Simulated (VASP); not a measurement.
Here is a VASP 6.6.1 calculation.

INCAR

```
SYSTEM = GaAs
PREC = Accurate
ENCUT = 520
EDIFF = 1E-8
ISMEAR = -1
SIGMA = 0.05
LREAL = .False.
LASPH = .True.
NELM = 60
ALGO = Normal
ISIF = 2
LWAVE = .False.
LCHARG = .False.
GGA = PE
LEFG = .True.
NBANDS = 16
```

Contents of KPOINTS:

```
regular mesh
0
Gamma
  11 11 11
  0 0 0
```

File POSCAR:

```
GaAs
1.0
    0.0000000000      2.8268500000      2.8551185000
    2.8268500000      0.0000000000      2.8551185000
    2.8268500000      2.8268500000      0.0000000000
Ga As
1 1
Direct
    0.0000000000      0.0000000000      0.0000000000
    0.7500000000      0.7500000000      0.7500000000
```

Potentials or basis: VASP PAW PBE potentials, release 64 (Ga_d, As).

Launch:

```console
$ cat potpaw_PBE.64/Ga_d/POTCAR potpaw_PBE.64/As/POTCAR > POTCAR
$ mpirun -np 1 vasp_std > vasp.out
```

Task: Estimate the pressure.

Result: 2.7 GPa.

Task: Estimate the band gap on the k mesh.

Result: 0.43 eV.

Electric field gradients, principal values (V/Å²):
```csv
atom,least,middle,greatest (by size)
1 Ga,0.785,0.792,-1.577
2 As,-1.213,-1.214,2.427
```

Caveat: the cell differs from its parent crystal (zz strain of +1 %); without QUAD_EFG the Cq values of the log hold for a quadrupole moment of 1 mb, not for the nuclei.
